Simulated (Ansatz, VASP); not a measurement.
## Two plane-wave programs on ScIn2N3

INCAR

```
  PREC = Accurate
  ENCUT = 600
  EDIFF = 1E-7
  ISMEAR = 0
  SIGMA = 0.1
  LREAL = False
  LASPH = True
  NELM = 100
  ALGO = Normal
  ISIF = 3
  LWAVE = False
  LCHARG = False
  GGA = PE
  IBRION = 2
  NSW = 100
  EDIFFG = -0.01
```

The input KPOINTS:

```
Automatic mesh
0
Gamma
  12 12 4
```

The input POSCAR:

```
ScIn2N3
1.0
    3.1510451221      0.0000000000      0.0000000000
    0.0000000000      3.1510451221      0.0000000000
    0.0000000000      0.0000000000      8.8891291628
Sc In N
1 2 3
Direct
    0.0000000000      0.0000000000      0.0000000000
    0.5000000000      0.0000000000      0.3626445788
    0.0000000000      0.5000000000      0.6373554212
    0.5000000000      0.0000000000      0.6353419643
    0.0000000000      0.5000000000      0.3646580357
    0.5000000000      0.5000000000      0.0000000000
```

Input for Ansatz:

```yaml
crystal:
  lattice:
    - [3.1510451221, 0.0, 0.0]
    - [0.0, 3.1510451221, 0.0]
    - [0.0, 0.0, 8.8891291628]
  atoms:
    - { symbol: Sc, position: [0.0, 0.0, 0.0] }
    - { symbol: In, position: [0.5, 0.0, 0.3626445788] }
    - { symbol: In, position: [0.0, 0.5, 0.6373554212] }
    - { symbol: "N", position: [0.5, 0.0, 0.6353419643] }
    - { symbol: "N", position: [0.0, 0.5, 0.3646580357] }
    - { symbol: "N", position: [0.5, 0.5, 0.0] }
basis:
  ecutwfc: 420
kpoints:
  mp_grid: { grid: [12, 12, 4] }
hamiltonian:
  xc: pbe
scf:
  occupations: { method: gaussian, width: 0.1 }
output:
  forces: true
  stress: true
  eigenvalues: true
relax:
  adjacent_minimum: "off"
  f_tol: 0.01
  max_steps: 80
  cell: { stress_tol: 0.05 }
```

Change from the starting cell: species swapped into the Ti2CuSb3 type (P-4m2, No. 115).

Alike in both runs: task relaxation of cell and atoms; functional PBE; k mesh 12 × 12 × 4; occupations gaussian, width 0.1 eV; no spin polarisation.

```csv
,VASP,Ansatz
version,VASP 6.6.1,Ansatz 0.2.0
potentials or method,"VASP PAW PBE potentials, release 64 (Sc_sv, In_d, N), cutoff 600 eV","scalar-relativistic, plane waves, PAW"
valence electrons in the cell,52,52
```

Ansatz gave:

| Quantity | Value |
| --- | --- |
| gap on the k mesh at the Fermi level, each at its own relaxed structure (eV) | none |
| relaxed volume (Å³/atom) | 14.80 |
| relaxed length of the cell vector where the two differ most in proportion (Å) | 8.949 |

Question: Estimate VASP's values.

Answer: gap on the k mesh at the Fermi level, each at its own relaxed structure (eV): none; relaxed volume (Å³/atom): 14.75; relaxed length of the cell vector where the two differ most in proportion (Å): 8.897.

A gap of «none» marks a metal or a gap that the smearing closes.
